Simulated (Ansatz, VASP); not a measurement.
## Ni in VASP and in Ansatz

File INCAR:

```
SYSTEM = Ni
PREC = Accurate ; ENCUT = 520
EDIFF = 1E-6 ; ISMEAR = -1
SIGMA = 0.05 ; LREAL = .False.
LASPH = .True. ; NELM = 150
ALGO = Normal ; ISIF = 2
LWAVE = .False. ; LCHARG = .False.
ISPIN = 2 ; MAGMOM = 0.575
LORBIT = 11 ; LMAXMIX = 4
GGA = PE ; NBANDS = 15
```

The input KPOINTS:

```
Automatic mesh
0
Gamma
  15 15 15
  0 0 0
```

POSCAR

```
Ni
1.0
    2.2645040563      0.0000000000      0.0000000000
    0.0000000000      2.2645040563      0.0000000000
    0.0000000000      0.0000000000      2.2645040563
Ni
1
Direct
    0.0000000000      0.0000000000      0.0000000000
```

Input for Ansatz:

```yaml
crystal:
  lattice:
    - [2.2645040563, 0.0, 0.0]
    - [0.0, 2.2645040563, 0.0]
    - [0.0, 0.0, 2.2645040563]
  atoms:
    - { symbol: Ni, position: [0.0, 0.0, 0.0], spin: 0.575 }
hamiltonian:
  xc: pbe
  pseudopotentials:
    kind: paw
    azcp:
      Ni: "pseudopotentials/Ni.paw.azcp"
basis:
  ecutwfc: 420
  fft_grid_basis: typed
kpoints:
  mp_grid: { grid: [15, 15, 15], shift: [0, 0, 0] }
magnetization:
  spin_polarized: true
scf:
  occupations: { method: fermi_dirac, width: 0.05 }
  lower_state_search: "off"
output:
  stress: true
```

Alike in both runs: task single point; functional PBE; k mesh 15 × 15 × 15; occupations fermi-dirac, width 0.05 eV; collinear spin.

|  | VASP | Ansatz |
| --- | --- | --- |
| version | VASP 6.6.1 | Ansatz 0.2.0 |
| potentials or method | VASP PAW PBE potentials, release 64 (Ni), cutoff 520 eV | plane waves (420 eV) with PAW, scalar-relativistic |
| valence electrons in the cell | 10 | 18 |

Ansatz gave:

* pressure (GPa): 14.5
* net moment per atom (μB): 0.42
* size of the moment on the site where the two differ most (μB): 0.43

**Question.** Which values does VASP return?

**Answer.** Pressure (GPa): 14.1; net moment per atom (μB): 0.41; size of the moment on the site where the two differ most (μB): 0.41.

Site moments also hang on the region over which each program counts them. With one functional, cell and mesh, what is left measures potentials, basis and numerics. VASP's potentials hold 10 valence electrons a cell and Ansatz's 18, so a difference there can come from the potentials and not from the codes.
